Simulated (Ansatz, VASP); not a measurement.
## ZnCu in VASP and in Ansatz

```
Zn Cu
1.0
     2.98375    0.00000    0.00000
     0.00000    2.98375    0.00000
     0.00000    0.00000    2.98375
Zn Cu
1 1
Direct
  0.50000 0.50000 0.50000
  0.00000 0.00000 0.00000
```

Change from the starting cell: volume scaled by 1.04.

Alike in both runs: task single point; functional PBEsol; k mesh 14 × 14 × 14; occupations fermi-dirac, width 0.05 eV; no spin polarisation.

|  | VASP | Ansatz |
| --- | --- | --- |
| version | VASP 6.6.1 | Ansatz 0.2.0 |
| potentials or method | VASP PAW PBE potentials, release 64 (Zn, Cu), cutoff 520 eV | all-electron LAPW, scalar-relativistic |

```tsv
	VASP	Ansatz	Ansatz less VASP
pressure (GPa)	-8.2	-8.8	-0.58
```

VASP's potentials were made for PBE, not for PBEsol. Ansatz ran all-electron here, and VASP with PAW potentials.
